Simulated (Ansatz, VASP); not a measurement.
One calculation of Al2Ga3As5, two programs

INCAR

```
ALGO     = Normal         # electronic algorithm
EDIFF    = 1E-6           # SCF threshold, eV
ENCUT    = 520            # plane-wave cutoff, eV
GGA      = PE             # functional
ISIF     = 2              # what is computed and relaxed
ISMEAR   = 0              # smearing method
LASPH    = True           # aspherical terms in the spheres
LCHARG   = False          # write CHGCAR
LREAL    = False          # projectors in reciprocal space
LWAVE    = False          # write WAVECAR
NBANDS   = 46             # bands
NELM     = 80             # most SCF steps
PREC     = Accurate       # precision mode
SIGMA    = 0.1            # smearing width, eV
```

KPOINTS

```
k-points
0
Gamma
  6 6 6
```

POSCAR

```
Al2Ga3As5
1.0
   -1.9391340000      1.9391340000     13.7117480400
    1.9391340000     -1.9391340000     13.7117480400
    1.9391340000      1.9391340000    -13.7117480400
Al Ga As
2 3 5
Direct
    0.9000000000      0.9000000000      0.0000000000
    0.1000000000      0.1000000000      0.0000000000
    0.5000000000      0.5000000000      0.0000000000
    0.7000000000      0.7000000000      0.0000000000
    0.3000000000      0.3000000000      0.0000000000
    0.4500000000      0.9500000000      0.5000000000
    0.0500000000      0.5500000000      0.5000000000
    0.6500000000      0.1500000000      0.5000000000
    0.2500000000      0.7500000000      0.5000000000
    0.8500000000      0.3500000000      0.5000000000
```

Input for Ansatz:

```yaml
crystal:
  lattice:
    - [-1.939134, 1.939134, 13.71174804]
    - [1.939134, -1.939134, 13.71174804]
    - [1.939134, 1.939134, -13.71174804]
  atoms:
    - { symbol: Al, position: [0.9, 0.9, 0.0] }
    - { symbol: Al, position: [0.1, 0.1, 0.0] }
    - { symbol: Ga, position: [0.5, 0.5, 0.0] }
    - { symbol: Ga, position: [0.7, 0.7, 0.0] }
    - { symbol: Ga, position: [0.3, 0.3, 0.0] }
    - { symbol: As, position: [0.45, 0.95, 0.5] }
    - { symbol: As, position: [0.05, 0.55, 0.5] }
    - { symbol: As, position: [0.65, 0.15, 0.5] }
    - { symbol: As, position: [0.25, 0.75, 0.5] }
    - { symbol: As, position: [0.85, 0.35, 0.5] }
basis:
  ecutwfc: 420
kpoints:
  mp_grid: { grid: [6, 6, 6] }
hamiltonian:
  xc: pbe
scf:
  occupations: { method: gaussian, width: 0.1 }
  lower_state_search: "off"
output:
  forces: true
  stress: true
  eigenvalues: true
```

Alike in both runs: task single point; functional PBE; k mesh 6 × 6 × 6; occupations gaussian, width 0.1 eV; no spin polarisation.

|  | VASP | Ansatz |
| --- | --- | --- |
| version | VASP 6.6.1 | Ansatz 0.2.0 |
| potentials or method | VASP PAW PBE potentials, release 64 (Al, Ga_d, As), cutoff 520 eV | scalar-relativistic, plane waves, PAW |
| valence electrons in the cell | 70 | 120 |

|  | VASP | Ansatz | Ansatz less VASP |
| --- | --- | --- | --- |
| gap on the k mesh at the Fermi level (eV) | 1.24 | 1.25 | +0.011 |
| least direct gap on the mesh (eV) | 1.34 | 1.35 | +0.009 |
| pressure (GPa) | 12.0 | 11.7 | -0.27 |
| traceless stress, the component that is largest in VASP (GPa) | -0.17 | -0.17 | 0.000 |
| rms of the force components (eV/Å) | 0.039 | 0.038 | -0.0005 |

Atom by atom the forces differ by 0.001 eV/Å (rms over components). VASP's potentials hold 70 valence electrons a cell and Ansatz's 120, so a difference there can come from the potentials and not from the codes.
